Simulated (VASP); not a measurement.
# Ti (Im-3m) in VASP: further runs

Ti is run at these levels: PBEsol; tasks: single point.

Everything below comes from runs of VASP 6.6.1. Logs are shortened: lines on timing, memory, paths and dates and some standing lists are left out, and cuts for length are marked.

**1. The cell of the first run**

Symmetry: Im-3m, No. 229, cubic system. The conventional cell has a = 3.214 Å, b = 3.214 Å, c = 3.214 Å, α = 90.00°, β = 90.00°, γ = 90.00°. Ti (site symmetry m-3m) has 14 Ti at 2.78 to 3.21 Å within 3.7 Å.

**2. Single point, PBEsol**

File INCAR:

```
PREC = Accurate ; ENCUT = 520
EDIFF = 1E-7 ; ISMEAR = -1
SIGMA = 0.1 ; LREAL = F
LASPH = T ; NELM = 100
ALGO = Normal ; ISIF = 2
LWAVE = F ; LCHARG = T
GGA = PS ; LELF = T
LVHAR = T ; NBANDS = 12
```

File KPOINTS:

```
regular mesh
0
Gamma
  13 13 13
```

File POSCAR:

```
Ti
1.0
   -1.6070179957      1.6070179957      1.6070179957
    1.6070179957     -1.6070179957      1.6070179957
    1.6070179957      1.6070179957     -1.6070179957
Ti
1
Direct
    0.0000000000      0.0000000000      0.0000000000
```

Potentials or basis: VASP PAW PBE potentials, release 64 (Ti_sv).

Started as:

```sh
$ cat potpaw_PBE.64/Ti_sv/POTCAR > POTCAR
$ mpirun -np 1 vasp_std > vasp.out
```

OUTCAR:

```text
PREC = Accurate
   ENCUT = 520
   EDIFF = 1E-7
   ISMEAR = -1
   LREAL = F
   LASPH = T
   NELM = 100
   ISIF = 2
   GGA = PS

 ion  position               nearest neighbor table
   1  0.000  0.000  0.000-

  LATTYP: Found a body centered cubic cell.
 ALAT       =     3.2140359914

  Lattice vectors:

 A1 = (  -1.6070179957,   1.6070179957,   1.6070179957)
 A2 = (   1.6070179957,  -1.6070179957,   1.6070179957)
 A3 = (   1.6070179957,   1.6070179957,  -1.6070179957)

Analysis of symmetry for initial positions (statically):
=====================================================================
 Subroutine PRICEL returns:
 Original cell was already a primitive cell.

 Routine SETGRP: Setting up the symmetry group for a
 body centered cubic supercell.

 Subroutine GETGRP returns: Found 48 space group operations
 (whereof 48 operations were pure point group operations)
 out of a pool of 48 trial point group operations.

The static configuration has the point symmetry O_h .

Analysis of symmetry for dynamics (positions and initial velocities):
=====================================================================
 Subroutine PRICEL returns:
 Original cell was already a primitive cell.

 Routine SETGRP: Setting up the symmetry group for a
 body centered cubic supercell.

 Subroutine GETGRP returns: Found 48 space group operations
 (whereof 48 operations were pure point group operations)
 out of a pool of 48 trial point group operations.

The dynamic configuration has the point symmetry O_h .

 Subroutine INISYM returns: Found 48 space group operations
 (whereof 48 operations are pure point group operations),
 and found     1 'primitive' translations

----------------------------------------------------------------------------------------

                                     Primitive cell

  volume of cell :      16.6005

  direct lattice vectors                    reciprocal lattice vectors
    -1.607017996  1.607017996  1.607017996     0.000000000  0.311135284  0.311135284
     1.607017996 -1.607017996  1.607017996     0.311135284  0.000000000  0.311135284
     1.607017996  1.607017996 -1.607017996     0.311135284  0.311135284  0.000000000

  length of vectors
     2.783436817  2.783436817  2.783436817     0.440011738  0.440011738  0.440011738

  position of ions in fractional coordinates (direct lattice)
     0.000000000  0.000000000  0.000000000

  ion indices of the primitive-cell ions
   primitive index   ion index
                 1           1

[... 72 lines left out ...]
   LREAL  =      F    real-space projection
   EDIFFG = 0.1E-05   stopping-criterion for IOM
   NSW    =      0    number of steps for IOM
   IBRION =     -1    ionic relax: 0-MD 1-quasi-New 2-CG
   NFREE  =      0    steps in history (QN), initial steepest desc. (CG)
   ISIF   =      2    stress and relaxation
   ISYM   =      2    0-nonsym 1-usesym 2-fastsym
   POTIM  = 0.5000    time-step for ionic-motion
   TEBEG  =    0.0;   TEEND  =   0.0 temperature during run
   PSTRESS=    0.0 pullay stress
   NELECT =      12.0000    total number of electrons
   NUPDOWN=      -1.0000    fix difference up-down
   EMIN   =  10.00;   EMAX   =-10.00  energy-range for DOS
   EFERMI =   0.00;   METHOD = LEGACY
   ISMEAR =    -1;   SIGMA  =   0.10  broadening in eV -4-tet -1-fermi 0-gaus
   EFERMI_NEDOS =   21; number of points for ismear=-14 and -15
   IALGO  =     38    algorithm
   IMIX   =      4    mixing-type and parameters
     AMIX     =   0.40;   BMIX     =  1.00
     AMIX_MAG =   1.60;   BMIX_MAG =  1.00
  volume/ion in A,a.u.               =      16.60       112.03
  Fermi-wavevector in a.u.,A,eV,Ry     =   1.469246  2.776472 29.370675  2.158684
  Thomas-Fermi vector in A             =   2.584646
   LORBIT       =      0    0 simple, 1 ext, 2 COOP (PROOUT), +10 PAW based schemes
   GGA     = PS    functional components
   LHFCALC =     F    Hartree Fock is set to
   AEXX    =    0.0000 exact exchange contribution
   IVDW    =     0    specifies the selected vdW correction
   LEPSILON=     F    determine dielectric tensor
   LRPA    =     F    only Hartree local field effects (RPA)
 non-spin polarized calculation
  energy-cutoff  :      520.00
  volume of cell :       16.60
 maximum number of plane-waves:       458
 NGX is ok and might be reduce to    24
   NGX = 11   NGY = 11   NGZ = 11

 number of electron      12.0000000 magnetization

 Free energy of the ion-electron system (eV)
  ---------------------------------------------------
  ext. energy  EPLUGINS =         0.00000000
  ---------------------------------------------------
  free energy    TOTEN  =        -8.27119559 eV

  energy without entropy =       -8.19889093  energy(sigma->0) =       -8.23504326

 E-fermi :   8.4323     XC(G=0): -11.8492

 val. band max:        8.4302765409   @ k =   0.2308   0.2308   0.0000
 cond. band min:       8.4513912704   @ k =  -0.3846  -0.3846   0.1538
 fundamental gap:      0.0211147295
 Fermi energy:         8.4322908381

 k-point     1 :       0.0000    0.0000    0.0000
  band No.  band energies     occupation
      1     -47.7752      2.00000
      2     -23.6684      2.00000
      3     -23.6684      2.00000
      4     -23.6684      2.00000
      5       2.3847      2.00000
      6       9.4569      0.00007
      7       9.4569      0.00007
      8       9.4569      0.00007
      9      11.3309      0.00000
     10      11.3309      0.00000
     11      26.1752      0.00000
     12      26.1752      0.00000
[... 331 lines left out ...]
 k-point    24 :       0.2308    0.0769    0.0769
  band No.  band energies     occupation
      1     -47.6589      2.00000
      2     -24.2285      2.00000
      3     -23.8356      2.00000
      4     -23.7112      2.00000
      5       5.3927      2.00000
      6       8.2636      1.68767
      7       8.4169      1.07657
      8      11.2152      0.00000
      9      11.5213      0.00000
     10      12.1966      0.00000
     11      21.2358      0.00000
     12      23.0076      0.00000

 [... further k-points ...]
[... 5 lines left out ...]
  --------------------------------------------------------------------------------------
  -------------------------------------------------------------------------------------
  Total       -0.0281334     -0.0281334     -0.0281334     -0.0000000     -0.0000000      0.0000000
  in kB       -2.7152530     -2.7152530     -2.7152530     -0.0000000     -0.0000000      0.0000000
  external PRESSURE =      -2.7152530 kB  Pullay stress =       0.0000000 kB

 VOLUME and BASIS-vectors are now :
 -----------------------------------------------------------------------------
  energy-cutoff  :      520.00
  volume of cell :       16.60
      direct lattice vectors                 reciprocal lattice vectors
    -1.607017996  1.607017996  1.607017996     0.000000000  0.311135284  0.311135284
     1.607017996 -1.607017996  1.607017996     0.311135284  0.000000000  0.311135284
     1.607017996  1.607017996 -1.607017996     0.311135284  0.311135284  0.000000000

 POSITION                                       TOTAL-FORCE (eV/Angst)
 -----------------------------------------------------------------------------------
      0.00000      0.00000      0.00000        -0.000000     -0.000000      0.000000
 -----------------------------------------------------------------------------------
    total drift:                                0.000000      0.000000      0.000000

  FREE ENERGIE OF THE ION-ELECTRON SYSTEM (eV)
  ---------------------------------------------------
  free  energy   TOTEN  =        -8.2711955851 eV

  energy  without entropy=       -8.1988909333  energy(sigma->0) =       -8.23504326
```

Run time: 20 s. Hardware: 1 thread of Intel Xeon 8259CL, shared host; peak memory 0.15 GiB.

What came out:

```yaml
Free_energy: -8.2712 eV
Pressure: -0.3 GPa
Band_gap_on_the_k_mesh: zero (band 6 reaches 9.46 eV, above the bottom of band 7 at 7.87 eV)
```

Caveat: the PAW data sets were made with another functional, which shifts forces and pressure a little.

**3. Single point, PBEsol (volume scaled by 0.92)**

File INCAR:

```
SYSTEM = Ti
PREC = Accurate
ENCUT = 520
EDIFF = 1E-6
ISMEAR = -1
SIGMA = 0.1
LREAL = .False.
LASPH = .True.
NELM = 60
ALGO = Normal
ISIF = 2
LWAVE = .False.
LCHARG = .False.
GGA = PS
NBANDS = 12
```

File KPOINTS:

```
regular mesh
0
Gamma
  15 15 15
  0 0 0
```

File POSCAR:

```
Ti
1.0
   -1.5629677462      1.5629677462      1.5629677462
    1.5629677462     -1.5629677462      1.5629677462
    1.5629677462      1.5629677462     -1.5629677462
Ti
1
Direct
    0.0000000000      0.0000000000      0.0000000000
```

Potentials or basis: VASP PAW PBE potentials, release 64 (Ti_sv).

Started as:

```sh
$ cat potpaw_PBE.64/Ti_sv/POTCAR > POTCAR
$ mpirun -np 1 vasp_std > vasp.out
```

Wall time 23 s (1 thread of Intel Xeon 8259CL, shared host); peak memory 0.14 GiB.

The run converged. Its results:

```
Free energy            : -8.2321 eV
Pressure               : 10.3 GPa
Band gap on the k mesh : zero (band 6 reaches 10.45 eV, above the bottom of band 7 at 8.59 eV)
```

Levels at points of the mesh, in eV from the Fermi level:
```tsv
k point	band 4	band 5	band 6	band 7	band 8	band 9
(0.00, 0.00, 0.00)	-31.82	-6.20	1.10	1.10	1.10	3.17
```

Caveat: the PAW data sets were made with another functional, which shifts forces and pressure a little.

**4. Single point, PBEsol (volume scaled by 0.96)**

File INCAR:

```
PREC     = Accurate       # precision mode
ENCUT    = 520            # plane-wave cutoff, eV
EDIFF    = 1E-6           # SCF threshold, eV
ISMEAR   = -1             # smearing method
SIGMA    = 0.1            # smearing width, eV
LREAL    = False          # projectors in reciprocal space
LASPH    = True           # aspherical terms in the spheres
NELM     = 80             # most SCF steps
ALGO     = Normal         # electronic algorithm
ISIF     = 2              # what is computed and relaxed
LWAVE    = False          # write WAVECAR
LCHARG   = False          # write CHGCAR
GGA      = PS             # functional
NBANDS   = 12             # bands
```

File KPOINTS:

```
Automatic mesh
0
Gamma
  15 15 15
```

File POSCAR:

```
Ti
1.0
   -1.5852988739      1.5852988739      1.5852988739
    1.5852988739     -1.5852988739      1.5852988739
    1.5852988739      1.5852988739     -1.5852988739
Ti
1
Direct
    0.0000000000      0.0000000000      0.0000000000
```

Started as:

```sh
$ cat potpaw_PBE.64/Ti_sv/POTCAR > POTCAR
$ mpirun -np 1 vasp_std > vasp.out
```

Run time: 23 s. Hardware: 1 thread of Intel Xeon 8259CL, shared host; peak memory 0.14 GiB.

The run converged. Its results:

```yaml
Free_energy: -8.2627 eV
Pressure: 4.5 GPa
Band_gap_on_the_k_mesh: zero (band 6 reaches 9.94 eV, above the bottom of band 7 at 8.15 eV)
```

Levels at points of the mesh, in eV from the Fermi level:
```tsv
k point	band 4	band 5	band 6	band 7	band 8	band 9
(0.00, 0.00, 0.00)	-31.96	-6.13	1.06	1.06	1.06	3.03
```

Caveat: the PAW data sets were made with another functional, which shifts forces and pressure a little.

**5. Overview**

| cell | k mesh | gap on the mesh (eV) | pressure (GPa) |
| --- | --- | --- | --- |
| a = 2.783 Å, angles 109.5°, 1 atom | 13 × 13 × 13 | none | -0.3 |
| a = 2.707 Å, angles 109.5°, 1 atom | 15 × 15 × 15 | none | 10.3 |
| a = 2.746 Å, angles 109.5°, 1 atom | 15 × 15 × 15 | none | 4.5 |

Alike in all rows: task single point; level PBEsol; potentials or basis VASP PAW PBE potentials, release 64 (Ti_sv); no spin polarisation; cutoff (eV) 520; smearing fermi-dirac 0.1 eV.

Caveats: the PAW data sets were made with another functional, which shifts forces and pressure a little.

Absolute energies hang on the potentials; compare differences alone.
